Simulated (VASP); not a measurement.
# MnO (P6_3mc) in VASP: further runs

Runs on MnO. Level: PBE+U. Tasks: single point, relaxation of cell and atoms.

Everything below comes from runs of VASP 6.6.1. Logs are shortened: lines on timing, memory, paths and dates and some standing lists are left out, and cuts for length are marked.

### 1 The cell of the first run

It takes space group P6_3mc (No. 186, hexagonal). The conventional cell has a = 3.479 Å, b = 3.479 Å, c = 5.472 Å, α = 90.00°, β = 90.00°, γ = 120.00°. Mn (site symmetry 3m) has 4 O at 2.10 to 2.12 Å within 2.8 Å. Within 2.8 Å of O (site symmetry 3m) lie 4 Mn at 2.10 to 2.12 Å.

### 2 Single point, PBE+U, collinear spin, ferromagnetic start

The input, INCAR:

```
ALGO = Normal ; EDIFF = 1E-6
ENCUT = 520 ; GGA = PE
ISIF = 2 ; ISMEAR = 0
ISPIN = 2 ; LASPH = T
LCHARG = T ; LDAU = T
LDAUJ = 0 0 ; LDAUL = 2 -1
LDAUPRINT = 1 ; LDAUTYPE = 2
LDAUU = 3.9 0 ; LELF = T
LMAXMIX = 4 ; LORBIT = 11
LREAL = F ; LVHAR = T
LWAVE = F ; MAGMOM = 4.35 4.35 0.15 0.15
NBANDS = 31 ; NELM = 150
PREC = Accurate ; SIGMA = 0.1
```

The input, KPOINTS:

```
k-points
0
Gamma
  6 6 4
```

The input, POSCAR:

```
MnO
1.0
    3.4791813230      0.0000000000      0.0000000000
   -1.7395906615      3.0130594101      0.0000000000
    0.0000000000      0.0000000000      5.4724156219
Mn O
2 2
Direct
    0.3333333333      0.6666666667     -0.0000594681
    0.6666666667      0.3333333333      0.4999405319
    0.3333333333      0.6666666667      0.3864894681
    0.6666666667      0.3333333333      0.8864894681
```

Potentials or basis: VASP PAW PBE potentials, release 64 (Mn_pv, O).

The run is started by

```sh
cat potpaw_PBE.64/Mn_pv/POTCAR potpaw_PBE.64/O/POTCAR > POTCAR
mpirun -np 1 vasp_std > vasp.out
```

OUTCAR:

```text
EDIFF = 1E-6
   ENCUT = 520
   GGA = PE
   ISIF = 2
   ISMEAR = 0
   ISPIN = 2
   LASPH = T
   LORBIT = 11
   LREAL = F
   NELM = 150
   PREC = Accurate

 ion  position               nearest neighbor table
   1  0.333  0.667  1.000-   4 2.10   4 2.10   4 2.10   3 2.12
   2  0.667  0.333  0.500-   3 2.10   3 2.10   3 2.10   4 2.12
   3  0.333  0.667  0.386-   2 2.10   2 2.10   2 2.10   1 2.12
   4  0.667  0.333  0.886-   1 2.10   1 2.10   1 2.10   2 2.12

  LATTYP: Found a hexagonal cell.
 ALAT       =     3.4791813230
 C/A-ratio  =     1.5729032533

  Lattice vectors:

 A1 = (   3.4791813230,   0.0000000000,   0.0000000000)
 A2 = (  -1.7395906615,   3.0130594101,   0.0000000000)
 A3 = (   0.0000000000,   0.0000000000,   5.4724156219)

Analysis of symmetry for initial positions (statically):
=====================================================================
 Subroutine PRICEL returns:
 Original cell was already a primitive cell.

 Routine SETGRP: Setting up the symmetry group for a
 hexagonal supercell.

 Subroutine GETGRP returns: Found 12 space group operations
 (whereof  6 operations were pure point group operations)
 out of a pool of 24 trial point group operations.

The static configuration has the point symmetry C_3v.
 The point group associated with its full space group is C_6v.

Analysis of symmetry for dynamics (positions and initial velocities):
=====================================================================
 Subroutine PRICEL returns:
 Original cell was already a primitive cell.

 Routine SETGRP: Setting up the symmetry group for a
 hexagonal supercell.

 Subroutine GETGRP returns: Found 12 space group operations
 (whereof  6 operations were pure point group operations)
 out of a pool of 24 trial point group operations.

The dynamic configuration has the point symmetry C_3v.
 The point group associated with its full space group is C_6v.

Analysis of structural, dynamic, and magnetic symmetry:
=====================================================================
 Subroutine PRICEL returns:
 Original cell was already a primitive cell.

 Routine SETGRP: Setting up the symmetry group for a
 hexagonal supercell.

 Subroutine GETGRP returns: Found 12 space group operations
 (whereof  6 operations were pure point group operations)
 out of a pool of 24 trial point group operations.

The overall configuration has the point symmetry C_3v.
 The point group associated with its full space group is C_6v.

 Subroutine INISYM returns: Found 12 space group operations
 (whereof  6 operations are pure point group operations),
 and found     1 'primitive' translations

----------------------------------------------------------------------------------------

                                     Primitive cell

  volume of cell :      57.3672

  direct lattice vectors                    reciprocal lattice vectors
     3.479181323  0.000000000  0.000000000     0.287423939  0.165944288  0.000000000
[... 154 lines left out ...]
  o =  0.0197  v =  0.0000  0.0000  0.0000  0.0000  0.0000 -0.0000  0.8566  0.0000  0.0000 -0.5160      0.0000  0.0000  0.0000  0.0000  0.0000  0.0000  0.0000  0.0000  0.0000  0.0000
  o =  0.0543  v =  0.0000  0.0000  0.0000  0.0000  0.0000  0.8566  0.0001 -0.0000  0.5160  0.0002      0.0000  0.0000  0.0000  0.0000  0.0000  0.0000  0.0000  0.0000  0.0000  0.0000
  o =  0.0543  v =  0.0000  0.0000  0.0000  0.0000  0.0000 -0.0002  0.5160 -0.0000 -0.0001  0.8566      0.0000  0.0000  0.0000  0.0000  0.0000  0.0000  0.0000  0.0000  0.0000  0.0000
  o =  0.0573  v =  0.0000  0.0000  0.0000  0.0000  0.0000 -0.0000 -0.0000 -1.0000 -0.0000 -0.0000      0.0000  0.0000  0.0000  0.0000  0.0000  0.0000  0.0000  0.0000  0.0000  0.0000
  o =  0.9450  v = -0.4079  0.0001  0.0000  0.9130 -0.0000  0.0000  0.0000  0.0000  0.0000  0.0000      0.0000  0.0000  0.0000  0.0000  0.0000  0.0000  0.0000  0.0000  0.0000  0.0000
  o =  0.9450  v =  0.0000  0.9130  0.0000 -0.0001 -0.4079  0.0000  0.0000  0.0000  0.0000  0.0000      0.0000  0.0000  0.0000  0.0000  0.0000  0.0000  0.0000  0.0000  0.0000  0.0000
  o =  0.9494  v =  0.9130  0.0000 -0.0000  0.4079  0.0001  0.0000  0.0000  0.0000  0.0000  0.0000      0.0000  0.0000  0.0000  0.0000  0.0000  0.0000  0.0000  0.0000  0.0000  0.0000
  o =  0.9494  v = -0.0001  0.4079 -0.0000 -0.0000  0.9130  0.0000  0.0000  0.0000  0.0000  0.0000      0.0000  0.0000  0.0000  0.0000  0.0000  0.0000  0.0000  0.0000  0.0000  0.0000
  o =  0.9504  v =  0.0000  0.0000  1.0000 -0.0000  0.0000  0.0000  0.0000  0.0000  0.0000  0.0000      0.0000  0.0000  0.0000  0.0000  0.0000  0.0000  0.0000  0.0000  0.0000  0.0000

atom =   2  type =  1  l = 2

 onsite density matrix

spin component  1

  0.9486 -0.0000  0.0000 -0.0016 -0.0000
 -0.0000  0.9457 -0.0000 -0.0000 -0.0016
  0.0000 -0.0000  0.9504  0.0000  0.0000
 -0.0016 -0.0000  0.0000  0.9457 -0.0000
 -0.0000 -0.0016  0.0000 -0.0000  0.9486

spin component  2

  0.0451 -0.0000  0.0000 -0.0153 -0.0000
 -0.0000  0.0289 -0.0000  0.0000 -0.0153
  0.0000 -0.0000  0.0573 -0.0000  0.0000
 -0.0153  0.0000 -0.0000  0.0289  0.0000
 -0.0000 -0.0153  0.0000  0.0000  0.0451

 occupancies and eigenvectors

  o =  0.0197  v =  0.0000  0.0000  0.0000  0.0000  0.0000 -0.5160  0.0001 -0.0000 -0.8566  0.0000      0.0000  0.0000  0.0000  0.0000  0.0000  0.0000  0.0000  0.0000  0.0000  0.0000
  o =  0.0197  v =  0.0000  0.0000  0.0000  0.0000  0.0000 -0.0000 -0.8566  0.0000 -0.0001 -0.5160      0.0000  0.0000  0.0000  0.0000  0.0000  0.0000  0.0000  0.0000  0.0000  0.0000
  o =  0.0543  v =  0.0000  0.0000  0.0000  0.0000  0.0000  0.8566 -0.0002 -0.0000 -0.5160  0.0003      0.0000  0.0000  0.0000  0.0000  0.0000  0.0000  0.0000  0.0000  0.0000  0.0000
  o =  0.0543  v =  0.0000  0.0000  0.0000  0.0000  0.0000 -0.0003 -0.5160 -0.0000  0.0002  0.8566      0.0000  0.0000  0.0000  0.0000  0.0000  0.0000  0.0000  0.0000  0.0000  0.0000
  o =  0.0573  v =  0.0000  0.0000  0.0000  0.0000  0.0000  0.0000 -0.0000  1.0000 -0.0000  0.0000      0.0000  0.0000  0.0000  0.0000  0.0000  0.0000  0.0000  0.0000  0.0000  0.0000
  o =  0.9450  v =  0.4079  0.0000 -0.0000  0.9130  0.0000  0.0000  0.0000  0.0000  0.0000  0.0000      0.0000  0.0000  0.0000  0.0000  0.0000  0.0000  0.0000  0.0000  0.0000  0.0000
  o =  0.9450  v =  0.0000  0.9130 -0.0000 -0.0000  0.4079  0.0000  0.0000  0.0000  0.0000  0.0000      0.0000  0.0000  0.0000  0.0000  0.0000  0.0000  0.0000  0.0000  0.0000  0.0000
  o =  0.9494  v = -0.9130  0.0000 -0.0000  0.4079  0.0000  0.0000  0.0000  0.0000  0.0000  0.0000      0.0000  0.0000  0.0000  0.0000  0.0000  0.0000  0.0000  0.0000  0.0000  0.0000
  o =  0.9494  v =  0.0000  0.4079  0.0000  0.0000 -0.9130  0.0000  0.0000  0.0000  0.0000  0.0000      0.0000  0.0000  0.0000  0.0000  0.0000  0.0000  0.0000  0.0000  0.0000  0.0000
  o =  0.9504  v =  0.0000  0.0000 -1.0000 -0.0000 -0.0000  0.0000  0.0000  0.0000  0.0000  0.0000      0.0000  0.0000  0.0000  0.0000  0.0000  0.0000  0.0000  0.0000  0.0000  0.0000

 number of electron      37.9999989 magnetization       9.9999488

 Free energy of the ion-electron system (eV)
  ---------------------------------------------------
  ext. energy  EPLUGINS =         0.00000000
  ---------------------------------------------------
  free energy    TOTEN  =       -30.86248677 eV

  energy without entropy =      -30.86192139  energy(sigma->0) =      -30.86220408

 E-fermi :   4.2709     XC(G=0): -10.1366

 val. band max:        4.2559832242   @ k =   0.0000   0.0000   0.0000
 cond. band min:       4.8710603655   @ k =   0.0000   0.0000   0.2500
 fundamental gap:      0.6150771413
 Fermi energy:         4.2709212618

 spin component 1

 k-point     1 :       0.0000    0.0000    0.0000
  band No.  band energies     occupation
      1     -45.4597      1.00000
      2     -45.4347      1.00000
      3     -45.4243      1.00000
      4     -45.4243      1.00000
      5     -45.4199      1.00000
      6     -45.4199      1.00000
[... 703 lines left out ...]
     30      11.9655      0.00000
     31      17.5566      0.00000
 Fermi energy:         4.2709212618

 spin component 2

 k-point     1 :       0.0000    0.0000    0.0000
  band No.  band energies     occupation
      1     -40.5422      1.00000
      2     -40.5080      1.00000
      3     -40.4977      1.00000
      4     -40.4977      1.00000
      5     -40.4919      1.00000
      6     -40.4919      1.00000
[... 703 lines left out ...]
     30      13.7267      0.00000
     31      18.9325      0.00000

------------------------ aborting loop because EDIFF is reached ----------------------------------------

  FORCE on cell =-STRESS in cart. coord.  units (eV):
  Direction    XX          YY          ZZ          XY          YZ          ZX
  --------------------------------------------------------------------------------------
  -------------------------------------------------------------------------------------
  Total       -0.0362300     -0.0362300     -0.1087575      0.0000000      0.0000000      0.0000000
  in kB       -1.0118468     -1.0118468     -3.0374274      0.0000000      0.0000000      0.0000000
  external PRESSURE =      -1.6870403 kB  Pullay stress =       0.0000000 kB

 VOLUME and BASIS-vectors are now :
 -----------------------------------------------------------------------------
  energy-cutoff  :      520.00
  volume of cell :       57.37
      direct lattice vectors                 reciprocal lattice vectors
     3.479181323  0.000000000  0.000000000     0.287423939  0.165944288  0.000000000
    -1.739590662  3.013059410  0.000000000     0.000000000  0.331888577  0.000000000
     0.000000000  0.000000000  5.472415622     0.000000000  0.000000000  0.182734659

 POSITION                                       TOTAL-FORCE (eV/Angst)
 -----------------------------------------------------------------------------------
     -0.00000      2.00871      5.47209         0.000000     -0.000000     -0.015875
      1.73959      1.00435      2.73588        -0.000000     -0.000000     -0.015875
     -0.00000      2.00871      2.11503        -0.000000      0.000000      0.015875
      1.73959      1.00435      4.85124         0.000000     -0.000000      0.015875
 -----------------------------------------------------------------------------------
    total drift:                               -0.000000      0.000000      0.000271

  FREE ENERGIE OF THE ION-ELECTRON SYSTEM (eV)
  ---------------------------------------------------
  free  energy   TOTEN  =       -30.8624867681 eV

  energy  without entropy=      -30.8619213873  energy(sigma->0) =      -30.86220408

 total charge

# of ion       s       p       d       tot
------------------------------------------
    1        0.226   6.197   4.925  11.348
    2        0.226   6.197   4.925  11.348
    3        1.551   3.446   0.000   4.998
    4        1.551   3.446   0.000   4.998
--------------------------------------------------
tot          3.554  19.288   9.850  32.692

 magnetization (x)

# of ion       s       p       d       tot
------------------------------------------
    1        0.037   0.048   4.524   4.609
    2        0.037   0.048   4.524   4.609
    3        0.013   0.085   0.000   0.098
    4        0.013   0.085   0.000   0.098
--------------------------------------------------
tot          0.099   0.266   9.048   9.412
```

Wall time 50 s (1 thread of Intel Xeon Platinum 8488C (Sapphire Rapids), shared host); peak memory 0.22 GiB.

What came out:

| Item | Value |
| --- | --- |
| Free energy | -30.8625 eV |
| Pressure | -0.2 GPa |
| Largest force | 0.016 eV/Å |
| Band gap on the k mesh | zero (filled and empty bands touch) |
| Net moment | 10.00 μB per cell |
| Site moments | Mn +4.61; O +0.10 μB |
| Valence electrons inside the program's atomic spheres | Mn 11.35; O 5.00 |

Forces in eV/Å, atoms in the order of the input:
```
Mn   0.000  0.000 -0.016
Mn   0.000  0.000 -0.016
O    0.000  0.000  0.016
O    0.000  0.000  0.016
```

Eigenvalues of the final occupation matrices:
```csv
site,spin,trace,eigenvalues
site 1 d,1,4.74,0.94 0.94 0.95 0.95 0.95
site 1 d,2,0.21,0.02 0.02 0.05 0.05 0.06
site 2 d,1,4.74,0.94 0.94 0.95 0.95 0.95
site 2 d,2,0.21,0.02 0.02 0.05 0.05 0.06
```

Caveat: only a ferromagnetic start was run, and an antiferromagnetic order may lie lower in energy.

(Continued in part 2 of 2.)
